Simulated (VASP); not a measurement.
Set up this calculation in VASP 6.6.1, as the native input.

| Quantity | Value |
| --- | --- |
| Task | single point |
| Functional | PBE |
| Potentials or basis | VASP PAW PBE potentials, release 64 (B, Cu, P) |
| Cutoff | 520 eV |
| k mesh | 9 × 9 × 5 |
| Occupations | fermi-dirac, width 0.0202 eV |
| Spin | no spin polarisation |
| Dipole correction | no |
| Further INCAR settings | ALGO = Normal; EDIFF = 1e-07; NBANDS = 41 |

The structure of Cu4BP3 lies in POSCAR:

```
Cu4BP3
1.0
    3.7944630000      0.0000000000      0.0000000000
    0.0000000000      3.7944630000      0.0000000000
    0.0000000000      0.0000000000      6.9566250000
B Cu P
1 4 3
Direct
    0.0000000000      0.0000000000      0.5000000000
    0.5000000000      0.0000000000      0.1741100000
    0.0000000000      0.5000000000      0.1741100000
    0.5000000000      0.0000000000      0.8258900000
    0.0000000000      0.5000000000      0.8258900000
    0.0000000000      0.0000000000      0.0000000000
    0.5000000000      0.5000000000      0.3508000000
    0.5000000000      0.5000000000      0.6492000000
```

These files were run (other wordings do the same):

INCAR

```
SYSTEM = Cu4BP3
PREC = Accurate ; ENCUT = 520
EDIFF = 1E-7 ; ISMEAR = -1
SIGMA = 0.0202 ; LREAL = .FALSE.
LASPH = .TRUE. ; NELM = 100
ALGO = Normal ; ISIF = 2
LWAVE = .FALSE. ; LCHARG = .FALSE.
GGA = PE ; NBANDS = 41
```

KPOINTS

```
regular mesh
0
G
  9 9 5
  0 0 0
```

Potentials or basis: VASP PAW PBE potentials, release 64 (B, Cu, P).

The run is started by

```console
$ cat potpaw_PBE.64/B/POTCAR potpaw_PBE.64/Cu/POTCAR potpaw_PBE.64/P/POTCAR > POTCAR
$ mpirun -np 1 vasp_std > vasp.out
```

Results of the run:

```yaml
Pressure: 18.6 GPa
Largest_force: 1.061 eV/Å
Band_gap_on_the_k_mesh: zero (bands 31 and 32 overlap by 2.70 eV)
```

Caveat: the cell stands under pressure; forces of over 1 eV/Å act on the atoms, so gaps and moduli don't describe the material at rest.

It took 3 min on 1 thread of AMD EPYC 7R13 Processor (Zen 3), with other jobs on the host, peak memory 0.25 GiB.
